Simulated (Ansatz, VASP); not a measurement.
Two plane-wave programs on AlN

The input POSCAR:

```
AlN
1.0
    0.0000000000      2.2504227048      2.1105448577
    2.2504227048      0.0000000000      2.1105448577
    2.2504227048      2.2504227048      0.0000000000
Al N
1 1
Direct
    0.0000000000      0.0000000000      0.0000000000
    0.2500000000      0.2500000000      0.2500000000
```

File INCAR.step1:

```
SYSTEM = AlN
  ALGO = Normal
  EDIFF = 1E-5
  ENCUT = 520
  GGA = PE
  ISIF = 2
  ISMEAR = 0
  LASPH = .TRUE.
  LCHARG = .FALSE.
  LREAL = .FALSE.
  LWAVE = .TRUE.
  NBANDS = 11
  NELM = 60
  PREC = Accurate
  SIGMA = 0.01
```

Contents of INCAR.step2:

```
SYSTEM = AlN
  ALGO = Normal
  EDIFF = 1E-7
  ENCUT = 520
  GGA = PE
  HFSCREEN = 0.2079
  ISIF = 2
  ISMEAR = 0
  ISTART = 1
  LASPH = .TRUE.
  LCHARG = .FALSE.
  LHFCALC = .TRUE.
  LREAL = .FALSE.
  LWAVE = .FALSE.
  NBANDS = 11
  NELM = 60
  PREC = Accurate
  PRECFOCK = Normal
  SIGMA = 0.01
```

KPOINTS

```
k-points
0
G
  8 8 8
  0 0 0
```

Input for Ansatz:

```yaml
crystal:
  lattice:
    - [0.0, 2.2504227048, 2.1105448577]
    - [2.2504227048, 0.0, 2.1105448577]
    - [2.2504227048, 2.2504227048, 0.0]
  atoms:
    - { symbol: Al, position: [0.0, 0.0, 0.0] }
    - { symbol: "N", position: [0.25, 0.25, 0.25] }
kpoints:
  mp_grid: { grid: [8, 8, 8] }
  band_path:
    path:
      - [0.0, 0.0, 0.0]
      - [-0.5, -0.5, 0.0]
      - [-0.375, -0.375, 0.25]
      - [-0.375, 0.0, 0.375]
      - [0.0, 0.0, 0.5]
      - [-0.5, -0.25, 0.25]
    npoints: 1
hamiltonian:
  xc: hse06
scf:
  occupations: { method: fixed }
  n_extra_bands: 4
output:
  forces: true
  stress: true
  eigenvalues: true
```

Change from the starting cell: epitaxial_xy strain +3.0%.

Alike in both runs: task single point; functional HSE06; k mesh 8 × 8 × 8; no spin polarisation.

|  | VASP | Ansatz |
| --- | --- | --- |
| version | VASP 6.6.1 | Ansatz 0.2.0 |
| potentials or method | VASP PAW PBE potentials, release 64 (Al, N) | plane waves, PAW |
| plane-wave cutoff (eV) | 520 | 420 |
| occupations | gaussian, width 0.01 eV | fixed |
| valence electrons in the cell | 8 | 8 |

VASP gave:

* gap on the k mesh at the Fermi level (eV): 4.20
* pressure (GPa): -6.1
* traceless stress, the component that is largest in VASP (GPa): 5.17

Estimate Ansatz's values.

gap on the k mesh at the Fermi level (eV): 4.21; pressure (GPa): -5.9; traceless stress, the component that is largest in VASP (GPa): 5.13.

Ansatz's warnings: stress exchange threshold loose, stress scf threshold loose.
